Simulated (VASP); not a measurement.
Wanted: the native input for a VASP 6.6.1 run.

```
Task                   : single point
Functional             : PBEsol
Potentials or basis    : VASP PAW PBE potentials, release 64 (Pd)
Cutoff                 : 520 eV
k mesh                 : 12 × 12 × 12
Occupations            : fermi-dirac, width 0.05 eV
Spin                   : no spin polarisation
Dipole correction      : no
Further INCAR settings : ALGO = Normal; EDIFF = 1e-06; NBANDS = 11
```

The structure of Pd lies in POSCAR:

```
Pd
1.0
   -1.5296272969      1.5296272969      1.5296272969
    1.5296272969     -1.5296272969      1.5296272969
    1.5296272969      1.5296272969     -1.5296272969
Pd
1
Direct
    0.0000000000      0.0000000000      0.0000000000
```

These files were run (other wordings do the same):

INCAR

```
SYSTEM = Pd
ALGO = Normal ; EDIFF = 1E-6
ENCUT = 520 ; GGA = PS
ISIF = 2 ; ISMEAR = -1
LASPH = .TRUE. ; LCHARG = .TRUE.
LELF = .TRUE. ; LREAL = .FALSE.
LVHAR = .TRUE. ; LWAVE = .FALSE.
NBANDS = 11 ; NELM = 80
PREC = Accurate ; SIGMA = 0.05
```

KPOINTS

```
k-points
0
G
  12 12 12
  0 0 0
```

Potentials or basis: VASP PAW PBE potentials, release 64 (Pd).

Command:

```sh
$ cat potpaw_PBE.64/Pd/POTCAR > POTCAR
$ mpirun -np 1 vasp_std > vasp.out
```

It gave:

```json
{
  "Pressure": "4.6 GPa",
  "Band gap on the k mesh": "zero (band 5 reaches 10.78 eV, above the bottom of band 6 at 9.00 eV)"
}
```

Caveat: the PAW data sets were made with another functional, which shifts forces and pressure a little.

Run time: 4.7 s on 1 thread of Intel(R) Xeon(R) 6975P-C (Granite Rapids), on a shared host, peak memory 0.12 GiB.
